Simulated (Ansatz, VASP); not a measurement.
This is a calculation of Si2Ni for VASP 6.6.1.

File INCAR:

```
SYSTEM = Si2Ni
PREC = Accurate
ENCUT = 520
EDIFF = 1E-6
ISMEAR = 0
SIGMA = 0.022
LREAL = .FALSE.
LASPH = .TRUE.
NELM = 150
ALGO = Normal
ISIF = 2
LWAVE = .FALSE.
LCHARG = .FALSE.
ISPIN = 2
MAGMOM = 1 0 0
LORBIT = 11
LMAXMIX = 4
GGA = PE
NBANDS = 20
```

Contents of KPOINTS:

```
Automatic mesh
0
G
  9 9 9
  0 0 0
```

Contents of POSCAR:

```
Si2Ni
1.0
    0.0000000000      2.7030000000      2.7030000000
    2.7030000000      0.0000000000      2.7030000000
    2.7030000000      2.7030000000      0.0000000000
Ni Si
1 2
Direct
    0.0000000000      0.0000000000      0.0000000000
    0.7500000000      0.7500000000      0.7500000000
    0.2500000000      0.2500000000      0.2500000000
```

Potentials or basis: VASP PAW PBE potentials, release 64 (Ni, Si).

Command:

```sh
$ cat potpaw_PBE.64/Ni/POTCAR potpaw_PBE.64/Si/POTCAR > POTCAR
$ mpirun -np 1 vasp_std > vasp.out
```

Problem. Set up the same calculation for Ansatz 0.2.0. Potentials there: Ansatz PAW.

Solution. As run (the cutoff follows the program's own potentials):

File input.yaml:

```yaml
crystal:
  lattice:
    - [0.0, 2.703, 2.703]
    - [2.703, 0.0, 2.703]
    - [2.703, 2.703, 0.0]
  atoms:
    - { symbol: Ni, position: [0.0, 0.0, 0.0], spin: 1.0 }
    - { symbol: Si, position: [0.75, 0.75, 0.75] }
    - { symbol: Si, position: [0.25, 0.25, 0.25] }
hamiltonian:
  xc: pbe
  pseudopotentials: { kind: paw }
magnetization:
  spin_polarized: true
kpoints:
  mp_grid: { grid: [9, 9, 9] }
scf:
  occupations: { method: gaussian, width: 0.022 }
output:
  forces: true
  stress: true
  eigenvalues: true
```

Potentials or basis: Ansatz PAW.

Command:

```sh
$ ansatz run input.yaml --threads 2 --pin off --max-ram 5632MiB --backend cpu --events-out ev --progress --plain --runs-dir out
```

Both were run:

|  | VASP | Ansatz | Ansatz less VASP |
| --- | --- | --- | --- |
| gap on the k mesh at the Fermi level (eV) | none | none | - |
| pressure (GPa) | 3.8 | 4.0 | +0.16 |
| net moment per atom (μB) | 0.00 | 0.00 | 0.000 |

A gap of «none» marks a metal or a gap that the smearing closes. VASP's potentials hold 18 valence electrons a cell and Ansatz's 26, so a difference there can come from the potentials and not from the codes.
